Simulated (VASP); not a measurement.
# Ga (Pm-3m) in VASP: notebook

The runs below take Ga through single point, with BLYP, PBE, RPBE, revPBE.

Program: VASP 6.6.1. These are calculated values, not measurements. Logs are shortened: lines on timing, memory, paths and dates and some standing lists are left out, and cuts for length are marked.

## (1) The cell of the first run

The structure is cubic, space group Pm-3m (No. 221). Conventional cell: a = 2.716 Å, b = 2.716 Å, c = 2.716 Å, α = 90.00°, β = 90.00°, γ = 90.00°. Ga (site symmetry m-3m) has 6 Ga at 2.72 Å within 3.6 Å.

## (2) Single point, BLYP

Contents of INCAR:

```
SYSTEM = Ga
AGGAC = 1.0 ; AGGAX = 1.0
ALDAC = 0.0 ; ALDAX = 1.0
ALGO = Normal ; EDIFF = 1E-7
ENCUT = 520 ; GGA = B5
ISIF = 2 ; ISMEAR = -1
LASPH = .True. ; LCHARG = .False.
LREAL = .False. ; LWAVE = .False.
NBANDS = 12 ; NELM = 60
PREC = Accurate ; SIGMA = 0.05
```

Contents of KPOINTS:

```
k-points
0
Gamma
  10 10 10
  0 0 0
```

Contents of POSCAR:

```
Ga
1.0
    2.7164800000      0.0000000000      0.0000000000
    0.0000000000      2.7164800000      0.0000000000
    0.0000000000      0.0000000000      2.7164800000
Ga
1
Direct
    0.0000000000      0.0000000000      0.0000000000
```

Potentials or basis: VASP PAW PBE potentials, release 64 (Ga_d).

On the command line:

```console
> cat potpaw_PBE.64/Ga_d/POTCAR > POTCAR
> mpirun -np 1 vasp_std > vasp.out
```

OUTCAR:

```text
SYSTEM = Ga
   EDIFF = 1E-7
   ENCUT = 520
   GGA = B5
   ISIF = 2
   ISMEAR = -1
   LASPH = .True.
   LREAL = .False.
   NELM = 60
   PREC = Accurate

 ion  position               nearest neighbor table
   1  0.000  0.000  0.000-

  LATTYP: Found a simple cubic cell.
 ALAT       =     2.7164800000

  Lattice vectors:

 A1 = (   2.7164800000,   0.0000000000,   0.0000000000)
 A2 = (   0.0000000000,   2.7164800000,   0.0000000000)
 A3 = (   0.0000000000,   0.0000000000,   2.7164800000)

Analysis of symmetry for initial positions (statically):
=====================================================================
 Subroutine PRICEL returns:
 Original cell was already a primitive cell.

 Routine SETGRP: Setting up the symmetry group for a
 simple cubic supercell.

 Subroutine GETGRP returns: Found 48 space group operations
 (whereof 48 operations were pure point group operations)
 out of a pool of 48 trial point group operations.

The static configuration has the point symmetry O_h .

Analysis of symmetry for dynamics (positions and initial velocities):
=====================================================================
 Subroutine PRICEL returns:
 Original cell was already a primitive cell.

 Routine SETGRP: Setting up the symmetry group for a
 simple cubic supercell.

 Subroutine GETGRP returns: Found 48 space group operations
 (whereof 48 operations were pure point group operations)
 out of a pool of 48 trial point group operations.

The dynamic configuration has the point symmetry O_h .

 Subroutine INISYM returns: Found 48 space group operations
 (whereof 48 operations are pure point group operations),
 and found     1 'primitive' translations

----------------------------------------------------------------------------------------

                                     Primitive cell

  volume of cell :      20.0456

  direct lattice vectors                    reciprocal lattice vectors
     2.716480000  0.000000000  0.000000000     0.368123454  0.000000000  0.000000000
     0.000000000  2.716480000  0.000000000     0.000000000  0.368123454  0.000000000
     0.000000000  0.000000000  2.716480000     0.000000000  0.000000000  0.368123454

  length of vectors
     2.716480000  2.716480000  2.716480000     0.368123454  0.368123454  0.368123454

  position of ions in fractional coordinates (direct lattice)
     0.000000000  0.000000000  0.000000000

  ion indices of the primitive-cell ions
   primitive index   ion index
                 1           1

----------------------------------------------------------------------------------------

 KPOINTS: k-points

Automatic generation of k-mesh.
 Grid dimensions read from file:
 generate k-points for:   10   10   10

 Generating k-lattice:

  Cartesian coordinates                     Fractional coordinates (reciprocal lattice)
     0.036812345  0.000000000  0.000000000     0.100000000  0.000000000  0.000000000
     0.000000000  0.036812345  0.000000000     0.000000000  0.100000000  0.000000000
     0.000000000  0.000000000  0.036812345     0.000000000  0.000000000  0.100000000

  Length of vectors
     0.036812345  0.036812345  0.036812345

  Shift w.r.t. Gamma in fractional coordinates (k-lattice)
     0.000000000  0.000000000  0.000000000

 Subroutine IBZKPT returns following result:
 ===========================================

 Found     56 irreducible k-points:

 Following reciprocal coordinates:
            Coordinates               Weight
  0.000000  0.000000  0.000000      1.000000
  0.100000  0.000000  0.000000      6.000000
  0.200000  0.000000  0.000000      6.000000
  0.300000  0.000000  0.000000      6.000000
  0.400000  0.000000  0.000000      6.000000
  0.500000  0.000000  0.000000      3.000000
[... 16 lines left out ...]
  0.200000  0.100000  0.100000     24.000000
  0.300000  0.100000  0.100000     24.000000
 [... further k-points ...]
   k-points           NKPTS =     56   k-points in BZ     NKDIM =     56   number of bands    NBANDS=     12
   number of dos      NEDOS =    301   number of ions     NIONS =      1
   total plane-waves  NPLWV =   8000
   dimension x,y,z NGX =    20 NGY =   20 NGZ =   20
   dimension x,y,z NGXF=    40 NGYF=   40 NGZF=   40
   ions per type =               1
   NGX,Y,Z   is equivalent  to a cutoff of  12.24, 12.24, 12.24 a.u.
   NGXF,Y,Z  is equivalent  to a cutoff of  24.48, 24.48, 24.48 a.u.
 SYSTEM =  Ga
   PREC   = accura    normal or accurate (medium, high low for compatibility)
   ISTART =      0    job   : 0-new  1-cont  2-samecut
   ICHARG =      2    charge: 1-file 2-atom 10-const
   ISPIN  =      1    spin polarized calculation?
   LNONCOLLINEAR =      F non collinear calculations
   LSORBIT =      F    spin-orbit coupling
   LASPH  =      T    aspherical Exc in radial PAW
   ENCUT  =  520.0 eV  38.22 Ry    6.18 a.u.   5.05  5.05  5.05*2*pi/ulx,y,z
   NELM   =     60;   NELMIN=  2; NELMDL= -5     # of ELM steps
   EDIFF  = 0.1E-06   stopping-criterion for ELM
   LREAL  =      F    real-space projection
   EDIFFG = 0.1E-05   stopping-criterion for IOM
   NSW    =      0    number of steps for IOM
   IBRION =     -1    ionic relax: 0-MD 1-quasi-New 2-CG
   NFREE  =      0    steps in history (QN), initial steepest desc. (CG)
   ISIF   =      2    stress and relaxation
   ISYM   =      2    0-nonsym 1-usesym 2-fastsym
   POTIM  = 0.5000    time-step for ionic-motion
   TEBEG  =    0.0;   TEEND  =   0.0 temperature during run
   PSTRESS=    0.0 pullay stress
   NELECT =      13.0000    total number of electrons
   NUPDOWN=      -1.0000    fix difference up-down
   EMIN   =  10.00;   EMAX   =-10.00  energy-range for DOS
   EFERMI =   0.00;   METHOD = LEGACY
   ISMEAR =    -1;   SIGMA  =   0.05  broadening in eV -4-tet -1-fermi 0-gaus
   EFERMI_NEDOS =   21; number of points for ismear=-14 and -15
   IALGO  =     38    algorithm
   IMIX   =      4    mixing-type and parameters
     AMIX     =   0.40;   BMIX     =  1.00
     AMIX_MAG =   1.60;   BMIX_MAG =  1.00
  volume/ion in A,a.u.               =      20.05       135.27
  Fermi-wavevector in a.u.,A,eV,Ry     =   1.417042  2.677821 27.320614  2.008008
  Thomas-Fermi vector in A             =   2.538314
   LORBIT       =      0    0 simple, 1 ext, 2 COOP (PROOUT), +10 PAW based schemes
   GGA     = B5    functional components
   LHFCALC =     F    Hartree Fock is set to
   AEXX    =    0.0000 exact exchange contribution
   IVDW    =     0    specifies the selected vdW correction
   LEPSILON=     F    determine dielectric tensor
   LRPA    =     F    only Hartree local field effects (RPA)
 non-spin polarized calculation
  energy-cutoff  :      520.00
  volume of cell :       20.05
 maximum number of plane-waves:       554
   NGX = 11   NGY = 11   NGZ = 11

 number of electron      13.0000027 magnetization

 Free energy of the ion-electron system (eV)
  ---------------------------------------------------
  ext. energy  EPLUGINS =         0.00000000
  ---------------------------------------------------
  free energy    TOTEN  =        -2.11201318 eV

  energy without entropy =       -2.10693393  energy(sigma->0) =       -2.10947355

 E-fermi :   5.2333     XC(G=0): -10.0436

 val. band max:        5.1722676586   @ k =   0.4000   0.3000   0.2000
 cond. band min:       5.2518587605   @ k =   0.4000   0.4000   0.1000
 fundamental gap:      0.0795911019
 Fermi energy:         5.2332739548

 k-point     1 :       0.0000    0.0000    0.0000
  band No.  band energies     occupation
      1      -9.9822      2.00000
      2      -9.9822      2.00000
      3      -9.4650      2.00000
      4      -9.4650      2.00000
      5      -9.4650      2.00000
      6      -5.3446      2.00000
      7      14.0600      0.00000
      8      14.0600      0.00000
      9      14.0600      0.00000
     10      17.2830      0.00000
     11      17.2830      0.00000
     12      20.0308      0.00000

 k-point     2 :       0.1000    0.0000    0.0000
  band No.  band energies     occupation
      1      -9.9785      2.00000
      2      -9.9486      2.00000
      3      -9.4788      2.00000
      4      -9.4788      2.00000
      5      -9.4639      2.00000
      6      -5.1431      2.00000
      7      11.6609      0.00000
      8      14.2675      0.00000
      9      14.2675      0.00000
     10      17.4536      0.00000
     11      18.8085      0.00000
     12      21.3941      0.00000

 k-point     3 :       0.2000    0.0000    0.0000
  band No.  band energies     occupation
      1      -9.9687      2.00000
      2      -9.8634      2.00000
      3      -9.5145      2.00000
      4      -9.5145      2.00000
      5      -9.4608      2.00000
      6      -4.5344      2.00000
      7       8.3703      0.00000
      8      14.8700      0.00000
      9      14.8700      0.00000
     10      17.9656      0.00000
     11      19.6512      0.00000
     12      25.2220      0.00000

 k-point     4 :       0.3000    0.0000    0.0000
  band No.  band energies     occupation
      1      -9.9567      2.00000
      2      -9.7631      2.00000
      3      -9.5583      2.00000
      4      -9.5583      2.00000
      5      -9.4571      2.00000
      6      -3.5188      2.00000
      7       5.3364      0.22569
      8      15.7927      0.00000
      9      15.7927      0.00000
     10      18.8141      0.00000
     11      20.4637      0.00000
     12      26.3242      0.00000

 k-point     5 :       0.4000    0.0000    0.0000
  band No.  band energies     occupation
      1      -9.9469      2.00000
      2      -9.6857      2.00000
      3      -9.5933      2.00000
      4      -9.5933      2.00000
      5      -9.4541      2.00000
      6      -2.1565      2.00000
      7       2.7413      2.00000
      8      16.8233      0.00000
      9      16.8233      0.00000
     10      19.9539      0.00000
     11      21.4277      0.00000
     12      24.1360      0.00000

 k-point     6 :       0.5000    0.0000    0.0000
  band No.  band energies     occupation
      1      -9.9432      2.00000
      2      -9.6569      2.00000
      3      -9.6067      2.00000
      4      -9.6067      2.00000
      5      -9.4529      2.00000
      6      -1.0972      2.00000
      7       1.2685      2.00000
      8      17.3645      0.00000
      9      17.3645      0.00000
     10      20.8510      0.00000
     11      22.0438      0.00000
     12      22.8386      0.00000

 k-point     7 :       0.1000    0.1000    0.0000
  band No.  band energies     occupation
      1      -9.9603      2.00000
      2      -9.9287      2.00000
      3      -9.4937      2.00000
      4      -9.4785      2.00000
      5      -9.4766      2.00000
      6      -4.9417      2.00000
      7      11.5929      0.00000
      8      12.1605      0.00000
      9      14.4751      0.00000
     10      18.2656      0.00000
     11      20.4633      0.00000
     12      21.9303      0.00000

 k-point     8 :       0.2000    0.1000    0.0000
  band No.  band energies     occupation
      1      -9.9453      2.00000
      2      -9.8467      2.00000
      3      -9.5324      2.00000
      4      -9.5131      2.00000
      5      -9.4742      2.00000
      6      -4.3338      2.00000
      7       8.5501      0.00000
      8      12.5072      0.00000
      9      15.0781      0.00000
     10      18.8558      0.00000
     11      21.5392      0.00000
     12      24.8530      0.00000
[... 166 lines left out ...]
 k-point    20 :       0.5000    0.4000    0.0000
  band No.  band energies     occupation
      1      -9.8285      2.00000
      2      -9.8002      2.00000
      3      -9.5883      2.00000
      4      -9.5738      2.00000
      5      -9.3647      2.00000
      6       2.0028      2.00000
      7       4.0131      2.00000
      8       6.3362      0.00000
      9      10.8150      0.00000
     10      20.2072      0.00000
     11      25.2087      0.00000
     12      25.2443      0.00000

 k-point    21 :       0.5000    0.5000    0.0000
  band No.  band energies     occupation
      1      -9.8506      2.00000
      2      -9.7924      2.00000
      3      -9.5864      2.00000
      4      -9.5864      2.00000
      5      -9.3276      2.00000
      6       3.3422      2.00000
      7       4.5642      2.00000
      8       4.5642      2.00000
      9       9.8900      0.00000
     10      20.7530      0.00000
     11      25.8915      0.00000
     12      25.8915      0.00000

 k-point    22 :       0.1000    0.1000    0.1000
  band No.  band energies     occupation
      1      -9.9252      2.00000
      2      -9.9252      2.00000
      3      -9.4952      2.00000
      4      -9.4909      2.00000
      5      -9.4909      2.00000
      6      -4.7404      2.00000
      7      11.7914      0.00000
      8      11.7914      0.00000
      9      12.7102      0.00000
     10      20.6416      0.00000
     11      20.6416      0.00000
     12      22.3115      0.00000

 k-point    23 :       0.2000    0.1000    0.1000
  band No.  band energies     occupation
      1      -9.9159      2.00000
      2      -9.8357      2.00000
      3      -9.5334      2.00000
      4      -9.5282      2.00000
      5      -9.4885      2.00000
      6      -4.1333      2.00000
      7       8.7313      0.00000
      8      12.3713      0.00000
      9      13.0924      0.00000
     10      21.1626      0.00000
     11      21.9551      0.00000
     12      24.8788      0.00000

 k-point    24 :       0.3000    0.1000    0.1000
  band No.  band energies     occupation
      1      -9.9042      2.00000
      2      -9.7296      2.00000
      3      -9.5809      2.00000
      4      -9.5740      2.00000
      5      -9.4842      2.00000
      6      -3.1223      2.00000
      7       5.7199      0.00012
      8      13.2746      0.00000
      9      14.0356      0.00000
     10      21.6147      0.00000
     11      21.8394      0.00000
     12      23.1004      0.00000

 [... further k-points ...]
[... 5 lines left out ...]
  --------------------------------------------------------------------------------------
  -------------------------------------------------------------------------------------
  Total        0.6350599      0.6350599      0.6350599     -0.0000000      0.0000000     -0.0000000
  in kB       50.7581471     50.7581471     50.7581471     -0.0000000      0.0000000     -0.0000000
  external PRESSURE =      50.7581471 kB  Pullay stress =       0.0000000 kB

 VOLUME and BASIS-vectors are now :
 -----------------------------------------------------------------------------
  energy-cutoff  :      520.00
  volume of cell :       20.05
      direct lattice vectors                 reciprocal lattice vectors
     2.716480000  0.000000000  0.000000000     0.368123454  0.000000000  0.000000000
     0.000000000  2.716480000  0.000000000     0.000000000  0.368123454  0.000000000
     0.000000000  0.000000000  2.716480000     0.000000000  0.000000000  0.368123454

 POSITION                                       TOTAL-FORCE (eV/Angst)
 -----------------------------------------------------------------------------------
      0.00000      0.00000      0.00000         0.000000      0.000000      0.000000
 -----------------------------------------------------------------------------------
    total drift:                               -0.000000      0.000000      0.000000

  FREE ENERGIE OF THE ION-ELECTRON SYSTEM (eV)
  ---------------------------------------------------
  free  energy   TOTEN  =        -2.1120131766 eV

  energy  without entropy=       -2.1069339317  energy(sigma->0) =       -2.10947355
```

It took 6.4 s on 1 thread of Intel Xeon 6975P-C (Granite Rapids), shared host; peak memory 0.12 GiB.

What came out:

```
Free energy : -2.1120 eV
Pressure    : 5.1 GPa
```

Caveat: the PAW data sets were made with another functional, which shifts forces and pressure a little.

## (3) Single point, PBE

Contents of INCAR:

```
PREC = Accurate
ENCUT = 520
EDIFF = 1E-7
ISMEAR = 0
SIGMA = 0.012
LREAL = F
LASPH = T
NELM = 80
ALGO = Normal
ISIF = 2
LWAVE = F
LCHARG = F
GGA = PE
NBANDS = 12
```

Contents of KPOINTS:

```
regular mesh
0
Gamma
  10 10 10
```

POSCAR is that of step 2.

Potentials or basis: VASP PAW PBE potentials, release 64 (Ga_d).

On the command line:

```console
> cat potpaw_PBE.64/Ga_d/POTCAR > POTCAR
> mpirun -np 1 vasp_std > vasp.out
```

OUTCAR:

```text
PREC = Accurate
   ENCUT = 520
   EDIFF = 1E-7
   ISMEAR = 0
   LREAL = F
   LASPH = T
   NELM = 80
   ISIF = 2
   GGA = PE

 ion  position               nearest neighbor table
   1  0.000  0.000  0.000-

  LATTYP: Found a simple cubic cell.
 ALAT       =     2.7164800000

  Lattice vectors:

 A1 = (   2.7164800000,   0.0000000000,   0.0000000000)
 A2 = (   0.0000000000,   2.7164800000,   0.0000000000)
 A3 = (   0.0000000000,   0.0000000000,   2.7164800000)

Analysis of symmetry for initial positions (statically):
[... 529 lines left out ...]
      5      -9.8433      2.00000
      6      -3.5550      2.00000
      7       5.2230      0.00000
      8      12.8690      0.00000
      9      13.5995      0.00000
     10      20.9599      0.00000
     11      21.2983      0.00000
     12      22.5184      0.00000

 [... further k-points ...]
[... 5 lines left out ...]
  --------------------------------------------------------------------------------------
  -------------------------------------------------------------------------------------
  Total        0.0924624      0.0924624      0.0924624     -0.0000000      0.0000000     -0.0000000
  in kB        7.3901979      7.3901979      7.3901979     -0.0000000      0.0000000     -0.0000000
  external PRESSURE =       7.3901979 kB  Pullay stress =       0.0000000 kB

 VOLUME and BASIS-vectors are now :
 -----------------------------------------------------------------------------
  energy-cutoff  :      520.00
  volume of cell :       20.05
      direct lattice vectors                 reciprocal lattice vectors
     2.716480000  0.000000000  0.000000000     0.368123454  0.000000000  0.000000000
     0.000000000  2.716480000  0.000000000     0.000000000  0.368123454  0.000000000
     0.000000000  0.000000000  2.716480000     0.000000000  0.000000000  0.368123454

 POSITION                                       TOTAL-FORCE (eV/Angst)
 -----------------------------------------------------------------------------------
      0.00000      0.00000      0.00000         0.000000      0.000000      0.000000
 -----------------------------------------------------------------------------------
    total drift:                               -0.000000      0.000000      0.000000

  FREE ENERGIE OF THE ION-ELECTRON SYSTEM (eV)
  ---------------------------------------------------
  free  energy   TOTEN  =        -2.8281589627 eV

  energy  without entropy=       -2.8281509675  energy(sigma->0) =       -2.82815497
```

Run time: 4.3 s. Hardware: 1 thread of Intel Xeon 6975P-C (Granite Rapids), shared host; peak memory 0.12 GiB.

Results:

```
Free energy : -2.8282 eV
Pressure    : 0.7 GPa
```

[end of part 1 of 2]
